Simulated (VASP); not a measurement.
# Sb: single point with LDA

Crystal: Sb.

```
Sb
1.0
     3.51078    0.00000    0.00000
     0.67895    3.44450    0.00000
    -2.09487   -1.72225    2.22956
Sb
1
Direct
  0.00000 0.00000 0.00000
```

```yaml
Program: VASP 6.6.1
Task: single point
Functional: LDA
Potentials_or_basis: VASP PAW LDA potentials, release 64 (Sb)
Cutoff: 520 eV
k_mesh: 10 × 10 × 10
Occupations: fermi-dirac, width 0.15 eV
Spin: no spin polarisation
Dipole_correction: no
Further_INCAR_settings: ALGO = Normal; EDIFF = 1e-06; NBANDS = 8
```

```json
{"Pressure": "-2.0 GPa"}
```

Stress tensor (GPa, compression positive):
```
-1.93  0.09  0.00
 0.09 -1.97  0.00
 0.00  0.00 -2.04
```

Levels at points of the mesh, in eV from the Fermi level:
| k point | band 1 | band 2 | band 3 | band 4 | band 5 |
| --- | --- | --- | --- | --- | --- |
| (0.00, 0.00, 0.00) | -12.92 | 4.59 | 5.39 | 5.39 | 9.22 |
| (0.50, 0.00, 0.00) | -9.13 | -5.73 | 1.77 | 5.33 | 6.15 |
| (0.50, 0.50, 0.00) | -6.69 | -4.34 | -0.99 | 0.61 | 3.55 |
| (0.50, 0.50, 0.50) | -9.28 | -5.61 | 2.12 | 2.12 | 5.93 |

Wall time 14 s on 1 thread of AMD EPYC 7R13 Processor (Zen 3) (shared host), peak memory 0.12 GiB.

Caveat: spin-orbit coupling is left out, which moves the levels of the heavy elements.
